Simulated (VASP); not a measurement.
Here is a VASP 6.6.1 calculation.

INCAR

```
SYSTEM = Hf8CN6
PREC = Accurate ; ENCUT = 520
EDIFF = 1E-6 ; ISMEAR = 0
SIGMA = 0.02 ; LREAL = Auto
LASPH = .TRUE. ; NELM = 60
ALGO = Normal ; ISIF = 2
LWAVE = .FALSE. ; LCHARG = .FALSE.
GGA = PE ; NBANDS = 70
```

KPOINTS

```
Automatic mesh
0
G
  2 2 2
  0 0 0
```

Contents of POSCAR:

```
Hf8CN6
1.0
   -3.1339080000     -5.4280880000      0.0000000000
    4.7008620000     -2.7140440000      0.0000000000
    0.0000000000      0.0000000000      5.4167680000
Hf N C
8 6 1
Direct
    0.4991518951      0.6591471448      0.7565199007
    0.4991668198      0.3439824297      0.2384256069
    0.2447683880      0.1717276067      0.7577863194
    0.2435446872      0.8285061703      0.2382832518
   -0.0008302899      0.6720880563      0.7451915123
   -0.0008496707      0.3313761679      0.2513787431
    0.7535376074      0.1716698296      0.7577919354
    0.7547519281      0.8284975257      0.2382647408
    0.7531556678      0.4992069407     -0.0018197743
    0.7505314861      0.4981551089      0.4974681050
    0.2451565589      0.4991832938     -0.0017907743
    0.2477068804      0.4981415003      0.4974783178
   -0.0008277848      0.0006271559     -0.0017310053
   -0.0008955725      0.0004749629      0.4973740107
    0.4991354991      0.0005026065     -0.0011439900
```

Potentials or basis: VASP PAW PBE potentials, release 64 (Hf_pv, N, C).

Run with:

```bash
$ cat potpaw_PBE.64/Hf_pv/POTCAR potpaw_PBE.64/N/POTCAR potpaw_PBE.64/C/POTCAR > POTCAR
$ mpirun -np 1 vasp_std > vasp.out
```

(1) Estimate the pressure.

(2) Predict the band gap on the k mesh.

Answers

(1) 6.9 GPa.

(2) zero (bands 57 and 58 overlap by 0.53 eV).

Caveat: the k points lie up to 0.58 Å⁻¹ apart, too coarse for converged energies and pressures of a metal; spin-orbit coupling is left out, which moves the levels of the heavy elements.
